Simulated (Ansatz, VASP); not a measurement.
Two plane-wave programs on W

File INCAR:

```
PREC = Accurate
ENCUT = 520
EDIFF = 1E-7
ISMEAR = -1
SIGMA = 0.1
LREAL = False
LASPH = True
NELM = 60
ALGO = Normal
ISIF = 2
LWAVE = False
LCHARG = False
GGA = B5
ALDAX = 1.0
AGGAX = 1.0
AGGAC = 1.0
ALDAC = 0.0
NBANDS = 13
```

The input KPOINTS:

```
Automatic mesh
0
Gamma
  22 22 22
```

Contents of POSCAR:

```
W
1.0
   -1.6518638387      1.6518638387      1.6518638387
    1.6518638387     -1.6518638387      1.6518638387
    1.6518638387      1.6518638387     -1.6518638387
W
1
Direct
    0.0000000000      0.0000000000      0.0000000000
```

Input for Ansatz:

```yaml
crystal:
  lattice:
    - [-1.6518638387, 1.6518638387, 1.6518638387]
    - [1.6518638387, -1.6518638387, 1.6518638387]
    - [1.6518638387, 1.6518638387, -1.6518638387]
  atoms:
    - { symbol: W, position: [0.0, 0.0, 0.0] }
hamiltonian:
  xc: blyp
  pseudopotentials:
    kind: paw
    azcp:
      W: "pseudopotentials/W.paw.azcp"
basis:
  ecutwfc: 420
  fft_grid_basis: typed
kpoints:
  mp_grid: { grid: [22, 22, 22], shift: [0, 0, 0] }
magnetization:
  spin_polarized: false
scf:
  occupations: { method: fermi_dirac, width: 0.1 }
output:
  stress: true
```

Alike in both runs: task single point; functional BLYP; k mesh 22 × 22 × 22; occupations fermi-dirac, width 0.1 eV; no spin polarisation.

|  | VASP | Ansatz |
| --- | --- | --- |
| version | VASP 6.6.1 | Ansatz 0.2.0 |
| potentials or method | VASP PAW PBE potentials, release 64 (W_sv), cutoff 520 eV | plane waves (420 eV) with PAW, scalar-relativistic |
| valence electrons in the cell | 14 | 14 |

Ansatz gave:

```
pressure (GPa) : -17.9
```

Q: Estimate VASP's values.

A: Pressure (GPa): -16.8.

VASP's potentials were made for PBE, not for BLYP.

Neither program's run includes spin-orbit coupling.
